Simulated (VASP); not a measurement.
# NbAs (I4_1md) in VASP: further runs, part 3 of 3

VASP 6.6.1. Earlier steps stand in the parts before.

## Step 4: Single point, PBEsol+D4

This run uses another cell than the first one, of 16.93 Å³/atom.

INCAR

```
SYSTEM = NbAs
PREC = Accurate
ENCUT = 520
EDIFF = 1E-7
ISMEAR = -1
SIGMA = 0.05
LREAL = .False.
LASPH = .True.
NELM = 60
ALGO = Normal
ISIF = 2
LWAVE = .False.
LCHARG = .True.
GGA = PS
IVDW = 13
LELF = .True.
LVHAR = .True.
NBANDS = 26
```

KPOINTS

```
Automatic mesh
0
Gamma
  11 11 11
  0 0 0
```

POSCAR

```
NbAs
1.0
   -1.7138557587      1.7138557587      5.7625433575
    1.7138557587     -1.7138557587      5.7625433575
    1.7138557587      1.7138557587     -5.7625433575
Nb As
2 2
Direct
    0.4986357501     -0.0013642499      0.5000000000
    0.7486357501      0.7486357501      0.0000000000
    0.9173642499      0.4173642499      0.5000000000
    0.1673642499      0.1673642499      0.0000000000
```

Potentials or basis: VASP PAW PBE potentials, release 64 (Nb_sv, As).

Launch:

```bash
cat potpaw_PBE.64/Nb_sv/POTCAR potpaw_PBE.64/As/POTCAR > POTCAR
mpirun -np 1 vasp_std > vasp.out
```

OUTCAR:

```text
SYSTEM = NbAs
   PREC = Accurate
   ENCUT = 520
   EDIFF = 1E-7
   ISMEAR = -1
   LREAL = .False.
   LASPH = .True.
   NELM = 60
   ISIF = 2
   GGA = PS
   IVDW = 13

 ion  position               nearest neighbor table
   1  0.499  0.999  0.500-   4 2.59   4 2.59   3 2.60   3 2.60   3 2.60   3 2.60
   2  0.749  0.749  0.000-   3 2.59   3 2.59   4 2.60   4 2.60   4 2.60   4 2.60
   3  0.917  0.417  0.500-   2 2.59   2 2.59   1 2.60   1 2.60   1 2.60   1 2.60
   4  0.167  0.167  0.000-   1 2.59   1 2.59   2 2.60   2 2.60   2 2.60   2 2.60

  LATTYP: Found a body centered tetragonal cell.
 ALAT       =     3.4277115174
 C/A-ratio  =     3.3623269218

  Lattice vectors:

 A1 = (  -1.7138557587,   1.7138557587,   5.7625433575)
 A2 = (   1.7138557587,  -1.7138557587,   5.7625433575)
 A3 = (   1.7138557587,   1.7138557587,  -5.7625433575)

Analysis of symmetry for initial positions (statically):
=====================================================================
 Subroutine PRICEL returns:
 Original cell was already a primitive cell.

 Routine SETGRP: Setting up the symmetry group for a
 body centered tetragonal supercell.

 Subroutine GETGRP returns: Found  8 space group operations
[... 173 lines left out ...]
 cond. band min:       9.8882371874   @ k =  -0.1818   0.2727   0.1818
 fundamental gap:      0.0648203146
 Fermi energy:         9.8538569573

 k-point     1 :       0.0000    0.0000    0.0000
  band No.  band energies     occupation
      1     -45.0985      2.00000
      2     -45.0646      2.00000
      3     -21.3757      2.00000
      4     -21.2480      2.00000
      5     -21.2480      2.00000
      6     -21.0869      2.00000
[... 685 lines left out ...]
     25      13.7835      0.00000
     26      15.2591      0.00000

 [... further k-points ...]

------------------------ aborting loop because EDIFF is reached ----------------------------------------

  DFT-D4 for vdW energy calculation

  Edisp (eV):   -1.03921

  FORCE on cell =-STRESS in cart. coord.  units (eV):
  Direction    XX          YY          ZZ          XY          YZ          ZX
  --------------------------------------------------------------------------------------
  -------------------------------------------------------------------------------------
  Total       0.08716     0.08716     0.05357     0.00000     0.00000     0.00000
  in kB       2.06253     2.06253     1.26767     0.00000     0.00000     0.00000
  external pressure =        1.80 kB  Pullay stress =        0.00 kB

 VOLUME and BASIS-vectors are now :
 -----------------------------------------------------------------------------
  energy-cutoff  :      520.00
  volume of cell :       67.71
      direct lattice vectors                 reciprocal lattice vectors
    -1.713855759  1.713855759  5.762543358     0.000000000  0.291739837  0.086767243
     1.713855759 -1.713855759  5.762543358     0.291739837  0.000000000  0.086767243
     1.713855759  1.713855759 -5.762543358     0.291739837  0.291739837  0.000000000

 POSITION                                       TOTAL-FORCE (eV/Angst)
 -----------------------------------------------------------------------------------
      1.71386      0.00000      5.74682         0.000000      0.000000     -0.001368
      0.00000      0.00000      8.62809         0.000000      0.000000     -0.001368
      0.00000      1.71386      4.81016         0.000000     -0.000000      0.001368
      0.00000      0.00000      1.92889        -0.000000      0.000000      0.001368
 -----------------------------------------------------------------------------------
    total drift:                                0.000000      0.000000     -0.000344

  FREE ENERGIE OF THE ION-ELECTRON SYSTEM (eV)
  ---------------------------------------------------
  free  energy   TOTEN  =       -36.1555200403 eV

  energy  without entropy=      -36.1497166169  energy(sigma->0) =      -36.15261833
```

OSZICAR:

```text
N       E                     dE             d eps       ncg     rms          rms(c)
DAV:   1     0.355521555866E+03    0.35552E+03   -0.18983E+04  6552   0.137E+03
DAV:   2    -0.675628961808E+01   -0.36228E+03   -0.35161E+03  7780   0.503E+02
DAV:   3    -0.351603775003E+02   -0.28404E+02   -0.27899E+02 11944   0.106E+02
DAV:   4    -0.370446873113E+02   -0.18843E+01   -0.18730E+01  9848   0.220E+01
DAV:   5    -0.371016187301E+02   -0.56931E-01   -0.56878E-01 11094   0.415E+00    0.117E+01
DAV:   6    -0.351491029648E+02    0.19525E+01   -0.63920E+00 10040   0.180E+01    0.339E+00
DAV:   7    -0.351298518831E+02    0.19251E-01   -0.43508E-01  9622   0.370E+00    0.203E+00
DAV:   8    -0.351161004973E+02    0.13751E-01   -0.65769E-02 10070   0.155E+00    0.386E-01
DAV:   9    -0.351162219259E+02   -0.12143E-03   -0.44802E-03 10210   0.454E-01    0.228E-01
DAV:  10    -0.351163261829E+02   -0.10426E-03   -0.11036E-03  8372   0.298E-01    0.326E-02
DAV:  11    -0.351163131806E+02    0.13002E-04   -0.64559E-05 10338   0.622E-02    0.149E-02
DAV:  12    -0.351163105929E+02    0.25877E-05   -0.39849E-06  9768   0.211E-02    0.422E-03
DAV:  13    -0.351163103285E+02    0.26438E-06   -0.10574E-07  6624   0.323E-03    0.196E-03
DAV:  14    -0.351163099593E+02    0.36927E-06   -0.13339E-07  4958   0.437E-03    0.485E-04
DAV:  15    -0.351163099592E+02    0.59117E-10   -0.26513E-08  4232   0.166E-03
   1 F= -.36155520E+02 E0= -.36152618E+02  d E =-.580342E-02
```

stdout:

```text
POSCAR found type information on POSCAR NbAs
 POSCAR found :  2 types and       4 ions
 scaLAPACK will be used
 -----------------------------------------------------------------------------
|                                                                             |
|                                                                             |
|     You enforced a specific xc type in the INCAR file but a different       |
|     I HOPE YOU KNOW WHAT YOU ARE DOING!                                     |
|                                                                             |
 -----------------------------------------------------------------------------

 LDA part: xc-table for (Slater+PW92), standard interpolation
 POSCAR, INCAR and KPOINTS ok, starting setup
 FFT: planning ... GRIDC
 FFT: planning ... GRID_SOFT
 FFT: planning ... GRID
 WAVECAR not read
 entering main loop
```

Run time: 4.3 min. Hardware: 1 thread of Intel Xeon 6975P-C (Granite Rapids), shared host; peak memory 0.45 GiB.

Results:

```
Free energy                : -36.1555 eV
Pressure                   : 0.2 GPa
Band gap on the k mesh     : 0.06 eV (least direct gap 0.10 eV)
Dispersion energy per atom : -0.260 eV
```

Stress tensor (GPa, compression positive):
```
0.21 0.00 0.00
0.00 0.21 0.00
0.00 0.00 0.13
```

Caveat: the PAW data sets were made with another functional, which shifts forces and pressure a little. A k mesh can miss the band edges.

## Step 5: Single point, PBEsol

This run uses another cell than the first one, of 17.15 Å³/atom.

INCAR

```
SYSTEM = NbAs
PREC = Accurate ; ENCUT = 520
EDIFF = 1E-6 ; ISMEAR = -1
SIGMA = 0.05 ; LREAL = .False.
LASPH = .True. ; NELM = 100
ALGO = Normal ; ISIF = 2
LWAVE = .False. ; LCHARG = .False.
GGA = PS ; NBANDS = 26
```

KPOINTS

```
regular mesh
0
Gamma
  11 11 11
  0 0 0
```

POSCAR

```
NbAs
1.0
   -1.7198421421      1.7198421421      5.7968811182
    1.7198421421     -1.7198421421      5.7968811182
    1.7198421421      1.7198421421     -5.7968811182
Nb As
2 2
Direct
    0.4987575428     -0.0012424572      0.5000000000
    0.7487575428      0.7487575428      0.0000000000
    0.9172424572      0.4172424572      0.5000000000
    0.1672424572      0.1672424572      0.0000000000
```

Launch:

```bash
cat potpaw_PBE.64/Nb_sv/POTCAR potpaw_PBE.64/As/POTCAR > POTCAR
mpirun -np 1 vasp_std > vasp.out
```

Wall time 3.9 min (1 thread of Intel Xeon 6975P-C (Granite Rapids), shared host); peak memory 0.44 GiB.

It converged, with:

| Quantity | Value |
| --- | --- |
| Free energy | -35.1238 eV |
| Pressure | 0.1 GPa |
| Largest force | 0.007 eV/Å |
| Band gap on the k mesh | 0.06 eV (least direct gap 0.09 eV) |

Forces on the atoms (eV/Å):
```
Nb   0.000  0.000 -0.007
Nb   0.000  0.000 -0.007
As   0.000  0.000  0.007
As   0.000  0.000  0.007
```

Levels at points of the mesh, in eV from the valence-band top:
```tsv
k point	band 14	band 15	band 16	band 17	band 18	band 19	band 20	band 21	band 22	band 23
(0.00, 0.00, 0.00)	-2.20	-2.08	-1.69	-1.36	-1.36	0.73	1.32	2.54	3.07	3.07
```

Caveat: the PAW data sets were made with another functional, which shifts forces and pressure a little. A k mesh can miss the band edges.

## Step 6: Overview

| level | cell | gap on the mesh (eV) | pressure (GPa) | largest force (eV/Å) |
| --- | --- | --- | --- | --- |
| PBEsol+D3(BJ) | a = 6.197 Å, angles 148.1, 148.1, 45.8°, 4 atoms, atomic positions A | 0.04 | 0.2 | 0.01 |
| PBEsol+D3(BJ) | a = 6.212 Å, angles 148.1, 148.1, 45.7°, 4 atoms, atomic positions B | 0.05 | -0.9 | - |
| PBEsol+D4 | a = 6.252 Å, angles 148.2, 148.2, 45.6°, 4 atoms, atomic positions C | 0.06 | 0.2 | - |
| PBEsol | a = 6.286 Å, angles 148.2, 148.2, 45.5°, 4 atoms, atomic positions D | 0.06 | 0.1 | 0.01 |

Alike in all rows: task single point; potentials or basis VASP PAW PBE potentials, release 64 (Nb_sv, As); no spin polarisation; k mesh 11 × 11 × 11; cutoff (eV) 520; smearing fermi-dirac 0.05 eV.

Caveats: the PAW data sets were made with another functional, which shifts forces and pressure a little; three body term missing (at least some runs).

Total energies depend on the potentials used, so only differences within one code and one set of settings carry meaning.
